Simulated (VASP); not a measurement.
A run of VASP 6.6.1 is set up as follows.

INCAR

```
ALGO = Fast ; EDIFF = 1E-7
ENCUT = 520 ; GGA = PE
ISIF = 2 ; ISMEAR = -1
IVDW = 12 ; LASPH = True
LCHARG = True ; LELF = True
LREAL = False ; LVHAR = True
LWAVE = False ; NBANDS = 10
NELM = 60 ; PREC = Accurate
SIGMA = 0.05
```

The input KPOINTS:

```
k-points
0
Gamma
  6 6 6
```

File POSCAR:

```
Cs
1.0
    0.0000000000      3.8270203776      3.8270203776
    3.8270203776      0.0000000000      3.8270203776
    3.8270203776      3.8270203776      0.0000000000
Cs
1
Direct
    0.0000000000      0.0000000000      0.0000000000
```

Potentials or basis: VASP PAW PBE potentials, release 64 (Cs_sv).

The run is started by

```bash
$ cat potpaw_PBE.64/Cs_sv/POTCAR > POTCAR
$ mpirun -np 1 vasp_std > vasp.out
```

(1) What does it give for the pressure?

(2) What does it give for the dispersion energy per atom?

Results:

(1) 0.0 GPa.

(2) -0.091 eV.

Caveat: pairwise dispersion overbinds metals, which lowers pressure and volume.
